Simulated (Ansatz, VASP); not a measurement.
**Two plane-wave programs on Hg**

INCAR

```
SYSTEM = Hg
PREC = Accurate
ENCUT = 520
EDIFF = 1E-6
ISMEAR = -1
SIGMA = 0.1
LREAL = .FALSE.
LASPH = .TRUE.
NELM = 80
ALGO = Normal
ISIF = 2
LWAVE = .FALSE.
LCHARG = .TRUE.
GGA = PS
LELF = .TRUE.
LVHAR = .TRUE.
NBANDS = 12
```

KPOINTS

```
Automatic mesh
0
G
  12 12 12
  0 0 0
```

File POSCAR:

```
Hg
1.0
    2.9848844133      0.0000000000      0.0000000000
    0.0000000000      2.9848844133      0.0000000000
    0.0000000000      0.0000000000      2.9848844133
Hg
1
Direct
    0.0000000000      0.0000000000      0.0000000000
```

Input for Ansatz:

```yaml
crystal:
  lattice:
    - [2.9848844133, 0.0, 0.0]
    - [0.0, 2.9848844133, 0.0]
    - [0.0, 0.0, 2.9848844133]
  atoms:
    - { symbol: Hg, position: [0.0, 0.0, 0.0] }
hamiltonian:
  xc: pbesol
  pseudopotentials:
    kind: paw
    azcp:
      Hg: "pseudopotentials/Hg.paw.azcp"
basis:
  ecutwfc: 420
  fft_grid_basis: typed
kpoints:
  mp_grid: { grid: [12, 12, 12], shift: [0, 0, 0] }
magnetization:
  spin_polarized: false
scf:
  occupations: { method: fermi_dirac, width: 0.1 }
  lower_state_search: "off"
output:
  stress: true
  write_density: true
  write_potential: true
  elf: true
  volumetric_format: npy
```

Alike in both runs: task single point; functional PBEsol; k mesh 12 × 12 × 12; occupations fermi-dirac, width 0.1 eV; no spin polarisation.

|  | VASP | Ansatz |
| --- | --- | --- |
| version | VASP 6.6.1 | Ansatz 0.2.0 |
| potentials or method | VASP PAW PBE potentials, release 64 (Hg), cutoff 520 eV | plane waves (420 eV) with PAW, scalar-relativistic |
| valence electrons in the cell | 12 | 20 |

Ansatz gave:

| Property | Result |
| --- | --- |
| pressure (GPa) | -1.3 |

Q: Which values does VASP return?

A: Pressure (GPa): -1.0.

VASP's potentials were made for PBE, not for PBEsol, and Ansatz warns of the same on its side. VASP's potentials hold 12 valence electrons a cell and Ansatz's 20, so a difference there can come from the potentials and not from the codes.

Spin-orbit coupling is off throughout.
